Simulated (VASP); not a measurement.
Crystal: Zr4W.

```
Zr W
1.0
     4.37183    0.00000    0.00000
     0.00000    4.37183    0.00000
     0.00000    0.00000    4.37183
Zr W
4 1
Direct
  0.50000 0.00000 0.00000
  0.00000 0.50000 0.00000
  0.00000 0.00000 0.50000
  0.00000 0.00000 0.00000
  0.50000 0.50000 0.50000
```

The cell was built from a structure type or drawn by symmetry, and may not be a known phase.

* Program: VASP 6.6.1
* Task: relaxation of cell and atoms
* Functional: PBE
* Potentials or basis: VASP PAW PBE potentials, release 64 (Zr_sv, W_sv)
* Cutoff: 600 eV
* k mesh: 4 × 4 × 4
* Occupations: gaussian, width 0.1 eV
* Spin: no spin polarisation

At the start: pressure 68.8 GPa; volume 16.71 Å³/atom.

Problem. Where does the relaxation end?

Solution. Over 5 steps the energy falls by 1257.3 meV/atom and the volume is 25.04 Å³/atom (+49.8 %); space group Pm-3m (No. 221, to 0.1 Å) before and after.

The path:
| step | energy change (eV) | largest force (eV/Å) | pressure (GPa) | volume (Å³) |
| --- | --- | --- | --- | --- |
| 1 | 0.0000 | 0.0000 | 68.83 | 83.56 |
| 2 | -0.7263 | 0.0000 | -15.05 | 203.92 |
| 3 | -6.2655 | 0.0000 | -2.01 | 128.51 |
| 4 | -6.2842 | 0.0000 | -0.70 | 126.31 |
| 5 | -6.2867 | 0.0000 | 0.00 | 125.18 |

Final structure:
```
CELL_PARAMETERS angstrom
5.00242 0.00000 0.00000
0.00000 5.00242 0.00000
0.00000 0.00000 5.00242
ATOMIC_POSITIONS crystal
Zr 0.50000 0.00000 0.00000
Zr 0.00000 0.50000 0.00000
Zr 0.00000 0.00000 0.50000
Zr 0.00000 0.00000 0.00000
W 0.50000 0.50000 0.50000
```

Caveat: the volume moved by over 15 % at a fixed basis, so the end points are rough.
